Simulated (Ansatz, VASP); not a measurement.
## BN: VASP beside Ansatz

INCAR

```
ALGO = Normal
EDIFF = 1E-7
ENCUT = 520
GGA = PE
ISIF = 2
ISMEAR = 0
LASPH = T
LCHARG = F
LREAL = Auto
LWAVE = F
NBANDS = 46
NELM = 60
PREC = Accurate
SIGMA = 0.05
```

Contents of KPOINTS:

```
k-points
0
Gamma
  6 6 6
```

POSCAR

```
BN
1.0
   -2.5545800964      0.0000000000      4.2245145354
   -2.5545800964      0.0000000000     -4.2245145354
    2.5545800964     -4.4246625189      0.0000000000
B N
8 8
Direct
    0.6665695941      0.6667637392      0.3333333333
    0.6665695941      0.6667637392      0.8333333333
    0.1665695941      0.1667637392      0.3333333333
    0.1665695941      0.1667637392      0.8333333333
    0.5832362608      0.0834304059      0.1666666667
    0.5832362608      0.0834304059      0.6666666667
    0.0832362608      0.5834304059      0.1666666667
    0.0832362608      0.5834304059      0.6666666667
    0.4792637392      0.8540695941      0.3333333333
    0.4792637392      0.8540695941      0.8333333333
    0.9792637392      0.3540695941      0.3333333333
    0.9792637392      0.3540695941      0.8333333333
    0.3959304059      0.2707362608      0.1666666667
    0.3959304059      0.2707362608      0.6666666667
    0.8959304059      0.7707362608      0.1666666667
    0.8959304059      0.7707362608      0.6666666667
```

Input for Ansatz:

```yaml
crystal:
  lattice:
    - [-2.5545800964, 0.0, 4.2245145354]
    - [-2.5545800964, 0.0, -4.2245145354]
    - [2.5545800964, -4.4246625189, 0.0]
  atoms:
    - { symbol: B, position: [0.6665695941, 0.6667637392, 0.3333333333] }
    - { symbol: B, position: [0.6665695941, 0.6667637392, 0.8333333333] }
    - { symbol: B, position: [0.1665695941, 0.1667637392, 0.3333333333] }
    - { symbol: B, position: [0.1665695941, 0.1667637392, 0.8333333333] }
    - { symbol: B, position: [0.5832362608, 0.0834304059, 0.1666666667] }
    - { symbol: B, position: [0.5832362608, 0.0834304059, 0.6666666667] }
    - { symbol: B, position: [0.0832362608, 0.5834304059, 0.1666666667] }
    - { symbol: B, position: [0.0832362608, 0.5834304059, 0.6666666667] }
    - { symbol: "N", position: [0.4792637392, 0.8540695941, 0.3333333333] }
    - { symbol: "N", position: [0.4792637392, 0.8540695941, 0.8333333333] }
    - { symbol: "N", position: [0.9792637392, 0.3540695941, 0.3333333333] }
    - { symbol: "N", position: [0.9792637392, 0.3540695941, 0.8333333333] }
    - { symbol: "N", position: [0.3959304059, 0.2707362608, 0.1666666667] }
    - { symbol: "N", position: [0.3959304059, 0.2707362608, 0.6666666667] }
    - { symbol: "N", position: [0.8959304059, 0.7707362608, 0.1666666667] }
    - { symbol: "N", position: [0.8959304059, 0.7707362608, 0.6666666667] }
basis:
  ecutwfc: 420
kpoints:
  mp_grid: { grid: [6, 6, 6] }
hamiltonian:
  xc: pbe
scf:
  occupations: { method: gaussian, width: 0.05 }
output:
  forces: true
  stress: true
  eigenvalues: true
```

Alike in both runs: task single point; functional PBE; k mesh 6 × 6 × 6; occupations gaussian, width 0.05 eV; no spin polarisation.

|  | VASP | Ansatz |
| --- | --- | --- |
| version | VASP 6.6.1 | Ansatz 0.2.0 |
| potentials or method | VASP PAW PBE potentials, release 64 (B, N), cutoff 520 eV | scalar-relativistic, plane waves, PAW |
| valence electrons in the cell | 64 | 64 |

|  | VASP | Ansatz | Ansatz less VASP |
| --- | --- | --- | --- |
| gap on the k mesh at the Fermi level (eV) | 5.21 | 5.23 | +0.017 |
| least direct gap on the mesh (eV) | 6.56 | 6.57 | +0.007 |
| pressure (GPa) | 0.2 | 0.0 | -0.22 |

With one functional, cell and mesh, what is left measures potentials, basis and numerics.
